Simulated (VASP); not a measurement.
# TlSi4Cl (F-43m) in VASP: single point with PBE

Aim: the single point of TlSi4Cl with PBE.

Everything below comes from runs of VASP 6.6.1. Logs are shortened: lines on timing, memory, paths and dates and some standing lists are left out, and cuts for length are marked.

**1. The cell of the first run**

The structure is cubic, space group F-43m (No. 216). The conventional cell has a = 8.418 Å, b = 8.418 Å, c = 8.418 Å, α = 90.00°, β = 90.00°, γ = 90.00°. Within 4.6 Å of Tl (site symmetry -43m) lie 12 Si at 3.49 Å and 6 Cl at 4.21 Å. Cl (site symmetry -43m) has 4 Si at 1.85 Å within 2.5 Å. Within 2.5 Å of Si (site symmetry 3m) lie 1 Cl at 1.85 Å.

**2. Single point, PBE**

INCAR reads:

```
PREC = Accurate
ENCUT = 520
EDIFF = 1E-6
ISMEAR = 1
SIGMA = 0.0484
LREAL = F
LASPH = T
NELM = 100
ALGO = Normal
ISIF = 2
LWAVE = F
LCHARG = F
GGA = PE
NBANDS = 27
```

KPOINTS reads:

```
regular mesh
0
Gamma
  7 7 7
```

POSCAR reads:

```
TlSi4Cl
1.0
    0.0000000000      4.2092200000      4.2092200000
    4.2092200000      0.0000000000      4.2092200000
    4.2092200000      4.2092200000      0.0000000000
Tl Cl Si
1 1 4
Direct
    0.5000000000      0.5000000000      0.5000000000
    0.0000000000      0.0000000000      0.0000000000
    0.1270000000      0.1270000000      0.1270000000
    0.6190000000      0.1270000000      0.1270000000
    0.1270000000      0.1270000000      0.6190000000
    0.1270000000      0.6190000000      0.1270000000
```

Potentials or basis: VASP PAW PBE potentials, release 64 (Tl_d, Cl, Si).

Run with:

```
> cat potpaw_PBE.64/Tl_d/POTCAR potpaw_PBE.64/Cl/POTCAR potpaw_PBE.64/Si/POTCAR > POTCAR
> mpirun -np 1 vasp_std > vasp.out
```

OUTCAR:

```text
PREC = Accurate
   ENCUT = 520
   EDIFF = 1E-6
   ISMEAR = 1
   LREAL = F
   LASPH = T
   NELM = 100
   ISIF = 2
   GGA = PE

 ion  position               nearest neighbor table
   1  0.500  0.500  0.500-   4 3.49   5 3.49   6 3.49   3 3.49   3 3.49   3 3.49   6 3.49   4 3.49
                             6 3.49   5 3.49   4 3.49   5 3.49
   2  0.000  0.000  0.000-   4 1.85   5 1.85   6 1.85   3 1.85
   3  0.127  0.127  0.127-   2 1.85   4 2.93   5 2.93   6 2.93   5 3.02   6 3.02   4 3.02   1 3.49
                             1 3.49   1 3.49
   4  0.619  0.127  0.127-   2 1.85   3 2.93   5 2.93   6 2.93   5 3.02   6 3.02   3 3.02   1 3.49
                             1 3.49   1 3.49
   5  0.127  0.127  0.619-   2 1.85   3 2.93   4 2.93   6 2.93   3 3.02   6 3.02   4 3.02   1 3.49
                             1 3.49   1 3.49
   6  0.127  0.619  0.127-   2 1.85   3 2.93   4 2.93   5 2.93   3 3.02   5 3.02   4 3.02   1 3.49
                             1 3.49   1 3.49

  LATTYP: Found a face centered cubic cell.
 ALAT       =     8.4184400000

  Lattice vectors:

 A1 = (   0.0000000000,   4.2092200000,   4.2092200000)
 A2 = (   4.2092200000,   0.0000000000,   4.2092200000)
 A3 = (   4.2092200000,   4.2092200000,   0.0000000000)

Analysis of symmetry for initial positions (statically):
=====================================================================
 Subroutine PRICEL returns:
 Original cell was already a primitive cell.

 Routine SETGRP: Setting up the symmetry group for a
 face centered cubic supercell.

 Subroutine GETGRP returns: Found 24 space group operations
 (whereof 24 operations were pure point group operations)
 out of a pool of 48 trial point group operations.

The static configuration has the point symmetry T_d .

Analysis of symmetry for dynamics (positions and initial velocities):
=====================================================================
 Subroutine PRICEL returns:
 Original cell was already a primitive cell.

 Routine SETGRP: Setting up the symmetry group for a
 face centered cubic supercell.

 Subroutine GETGRP returns: Found 24 space group operations
 (whereof 24 operations were pure point group operations)
 out of a pool of 48 trial point group operations.

The dynamic configuration has the point symmetry T_d .

 Subroutine INISYM returns: Found 24 space group operations
 (whereof 24 operations are pure point group operations),
 and found     1 'primitive' translations

----------------------------------------------------------------------------------------

                                     Primitive cell

  volume of cell :     149.1540

  direct lattice vectors                    reciprocal lattice vectors
     0.000000000  4.209220000  4.209220000    -0.118786854  0.118786854  0.118786854
     4.209220000  0.000000000  4.209220000     0.118786854 -0.118786854  0.118786854
     4.209220000  4.209220000  0.000000000     0.118786854  0.118786854 -0.118786854

  length of vectors
     5.952736011  5.952736011  5.952736011     0.205744866  0.205744866  0.205744866

  position of ions in fractional coordinates (direct lattice)
     0.500000000  0.500000000  0.500000000
     0.000000000  0.000000000  0.000000000
     0.127000000  0.127000000  0.127000000
     0.619000000  0.127000000  0.127000000
     0.127000000  0.127000000  0.619000000
     0.127000000  0.619000000  0.127000000

  ion indices of the primitive-cell ions
   primitive index   ion index
                 1           1
                 2           2
                 3           3
                 4           4
                 5           5
                 6           6

----------------------------------------------------------------------------------------

 KPOINTS: regular mesh

Automatic generation of k-mesh.
 Grid dimensions read from file:
 generate k-points for:    7    7    7

 Generating k-lattice:

  Cartesian coordinates                     Fractional coordinates (reciprocal lattice)
    -0.016969551  0.016969551  0.016969551     0.142857143  0.000000000  0.000000000
     0.016969551 -0.016969551  0.016969551     0.000000000  0.142857143  0.000000000
     0.016969551  0.016969551 -0.016969551     0.000000000  0.000000000  0.142857143

  Length of vectors
     0.029392124  0.029392124  0.029392124

  Shift w.r.t. Gamma in fractional coordinates (k-lattice)
     0.000000000  0.000000000  0.000000000

 Subroutine IBZKPT returns following result:
 ===========================================

 Found     20 irreducible k-points:

 Following reciprocal coordinates:
            Coordinates               Weight
  0.000000  0.000000  0.000000      1.000000
  0.142857  0.000000  0.000000      8.000000
  0.285714  0.000000  0.000000      8.000000
  0.428571  0.000000  0.000000      8.000000
  0.142857  0.142857  0.000000      6.000000
  0.285714  0.142857  0.000000     24.000000
[... 12 lines left out ...]
 -0.428571  0.428571  0.142857     24.000000
 -0.285714  0.428571  0.142857     24.000000
   k-points           NKPTS =     20   k-points in BZ     NKDIM =     20   number of bands    NBANDS=     27
   number of dos      NEDOS =    301   number of ions     NIONS =      6
   total plane-waves  NPLWV = 110592
   dimension x,y,z NGX =    48 NGY =   48 NGZ =   48
   dimension x,y,z NGXF=    96 NGYF=   96 NGZF=   96
   ions per type =               1   1   4
   NGX,Y,Z   is equivalent  to a cutoff of  13.41, 13.41, 13.41 a.u.
   NGXF,Y,Z  is equivalent  to a cutoff of  26.81, 26.81, 26.81 a.u.
 SYSTEM =  unknown system
   PREC   = accura    normal or accurate (medium, high low for compatibility)
   ISTART =      0    job   : 0-new  1-cont  2-samecut
   ICHARG =      2    charge: 1-file 2-atom 10-const
   ISPIN  =      1    spin polarized calculation?
   LNONCOLLINEAR =      F non collinear calculations
   LSORBIT =      F    spin-orbit coupling
   LASPH  =      T    aspherical Exc in radial PAW
   ENCUT  =  520.0 eV  38.22 Ry    6.18 a.u.  11.07 11.07 11.07*2*pi/ulx,y,z
   NELM   =    100;   NELMIN=  2; NELMDL= -5     # of ELM steps
   EDIFF  = 0.1E-05   stopping-criterion for ELM
   LREAL  =      F    real-space projection
   EDIFFG = 0.1E-04   stopping-criterion for IOM
   NSW    =      0    number of steps for IOM
   IBRION =     -1    ionic relax: 0-MD 1-quasi-New 2-CG
   NFREE  =      0    steps in history (QN), initial steepest desc. (CG)
   ISIF   =      2    stress and relaxation
   ISYM   =      2    0-nonsym 1-usesym 2-fastsym
   POTIM  = 0.5000    time-step for ionic-motion
   TEBEG  =    0.0;   TEEND  =   0.0 temperature during run
   PSTRESS=    0.0 pullay stress
   NELECT =      36.0000    total number of electrons
   NUPDOWN=      -1.0000    fix difference up-down
   EMIN   =  10.00;   EMAX   =-10.00  energy-range for DOS
   EFERMI =   0.00;   METHOD = LEGACY
   ISMEAR =     1;   SIGMA  =   0.05  broadening in eV -4-tet -1-fermi 0-gaus
   EFERMI_NEDOS =   21; number of points for ismear=-14 and -15
   IALGO  =     38    algorithm
   IMIX   =      4    mixing-type and parameters
     AMIX     =   0.40;   BMIX     =  1.00
     AMIX_MAG =   1.60;   BMIX_MAG =  1.00
  volume/ion in A,a.u.               =      24.86       167.76
  Fermi-wavevector in a.u.,A,eV,Ry     =   1.019289  1.926177 14.135776  1.038950
  Thomas-Fermi vector in A             =   2.152795
   LORBIT       =      0    0 simple, 1 ext, 2 COOP (PROOUT), +10 PAW based schemes
   GGA     = PE    functional components
   LHFCALC =     F    Hartree Fock is set to
   AEXX    =    0.0000 exact exchange contribution
   IVDW    =     0    specifies the selected vdW correction
   LEPSILON=     F    determine dielectric tensor
   LRPA    =     F    only Hartree local field effects (RPA)
 non-spin polarized calculation
 Methfessel and Paxton  Order N= 1 SIGMA  =   0.05
  energy-cutoff  :      520.00
  volume of cell :      149.15
 maximum number of plane-waves:      4028
 NGX is ok and might be reduce to    48
   NGX = 23   NGY = 23   NGZ = 23

 number of electron      35.9999999 magnetization

 Free energy of the ion-electron system (eV)
  ---------------------------------------------------
  ext. energy  EPLUGINS =         0.00000000
  ---------------------------------------------------
  free energy    TOTEN  =       -11.52066163 eV

  energy without entropy =      -11.51972218  energy(sigma->0) =      -11.52034848

 E-fermi :   4.4102     XC(G=0):  -8.8286

 val. band max:        4.3930134349   @ k =  -0.4286   0.1429   0.0000
 cond. band min:       4.4364580660   @ k =  -0.2857   0.1429   0.0000
 fundamental gap:      0.0434446312
 Fermi energy:         4.4101551462

 k-point     1 :       0.0000    0.0000    0.0000
  band No.  band energies     occupation
      1     -18.1990      2.00000
      2      -7.6050      2.00000
      3      -7.6050      2.00000
      4      -7.6050      2.00000
      5      -6.1999      2.00000
      6      -6.1999      2.00000
[... 19 lines left out ...]
     26       9.0394      0.00000
     27       9.6027      0.00000

 k-point     2 :       0.1429    0.0000    0.0000
  band No.  band energies     occupation
      1     -18.1978      2.00000
      2      -7.6530      2.00000
      3      -7.6126      2.00000
      4      -7.6126      2.00000
      5      -6.1990      2.00000
      6      -6.1980      2.00000
[... 19 lines left out ...]
     26       9.0586      0.00000
     27       9.7569      0.00000

 k-point     3 :       0.2857    0.0000    0.0000
  band No.  band energies     occupation
      1     -18.1952      2.00000
      2      -7.7524      2.00000
      3      -7.6293      2.00000
      4      -7.6293      2.00000
      5      -6.1973      2.00000
      6      -6.1941      2.00000
[... 474 lines left out ...]
      1     -18.1912      2.00000
      2      -7.8286      2.00000
      3      -7.6655      2.00000
      4      -7.6599      2.00000
      5      -6.2063      2.00000
      6      -6.1970      2.00000
[... 19 lines left out ...]
     26       9.2908      0.00000
     27      10.3159      0.00000

 k-point    20 :      -0.2857    0.4286    0.1429
  band No.  band energies     occupation
      1     -18.1910      2.00000
      2      -7.8293      2.00000
      3      -7.6767      2.00000
      4      -7.6612      2.00000
      5      -6.2023      2.00000
      6      -6.1969      2.00000
[... 19 lines left out ...]
     26       9.8576      0.00000
     27       9.9042      0.00000

------------------------ aborting loop because EDIFF is reached ----------------------------------------

  FORCE on cell =-STRESS in cart. coord.  units (eV):
  Direction    XX          YY          ZZ          XY          YZ          ZX
  --------------------------------------------------------------------------------------
  -------------------------------------------------------------------------------------
  Total       18.2851301     18.2851301     18.2851301      0.0000000      0.0000000      0.0000000
  in kB      196.4145996    196.4145996    196.4145996      0.0000000      0.0000000      0.0000000
  external PRESSURE =     196.4145996 kB  Pullay stress =       0.0000000 kB

 VOLUME and BASIS-vectors are now :
 -----------------------------------------------------------------------------
  energy-cutoff  :      520.00
  volume of cell :      149.15
      direct lattice vectors                 reciprocal lattice vectors
     0.000000000  4.209220000  4.209220000    -0.118786854  0.118786854  0.118786854
     4.209220000  0.000000000  4.209220000     0.118786854 -0.118786854  0.118786854
     4.209220000  4.209220000  0.000000000     0.118786854  0.118786854 -0.118786854

 POSITION                                       TOTAL-FORCE (eV/Angst)
 -----------------------------------------------------------------------------------
      4.20922      4.20922      4.20922        -0.000000     -0.000000     -0.000000
      0.00000      0.00000      0.00000        -0.000000     -0.000000     -0.000000
      1.06914      1.06914      1.06914         4.743898      4.743898      4.743898
      1.06914      3.14008      3.14008         4.743898     -4.743898     -4.743898
      3.14008      3.14008      1.06914        -4.743898     -4.743898      4.743898
      3.14008      1.06914      3.14008        -4.743898      4.743898     -4.743898
 -----------------------------------------------------------------------------------
    total drift:                               -0.000000     -0.000000      0.000000

  FREE ENERGIE OF THE ION-ELECTRON SYSTEM (eV)
  ---------------------------------------------------
  free  energy   TOTEN  =       -11.5206616320 eV

  energy  without entropy=      -11.5197221760  energy(sigma->0) =      -11.52034848
```

It took 79 s on 1 thread of Intel Xeon Platinum 8259CL at 2.50GHz (Skylake/Cascade Lake), shared host; peak memory 0.35 GiB.

Results:

```
Free energy            : -11.5207 eV
Pressure               : 19.6 GPa
Largest force          : 8.217 eV/Å
Band gap on the k mesh : zero (bands 18 and 19 overlap by 0.56 eV)
```

Forces on the atoms (eV/Å):
```
Tl   0.000  0.000  0.000
Cl   0.000  0.000  0.000
Si   4.744  4.744  4.744
Si   4.744 -4.744 -4.744
Si  -4.744 -4.744  4.744
Si  -4.744  4.744 -4.744
```

Levels at points of the mesh, in eV from the Fermi level:
| k point | band 15 | band 16 | band 17 | band 18 | band 19 | band 20 | band 21 | band 22 |
| --- | --- | --- | --- | --- | --- | --- | --- | --- |
| (0.00, 0.00, 0.00) | -1.59 | -1.59 | -0.14 | -0.14 | -0.14 | 0.91 | 2.45 | 2.45 |

Caveat: the cell stands under pressure; spin-orbit coupling is left out, which moves the levels of the heavy elements; forces of over 1 eV/Å act on the atoms, so gaps and moduli don't describe the material at rest.
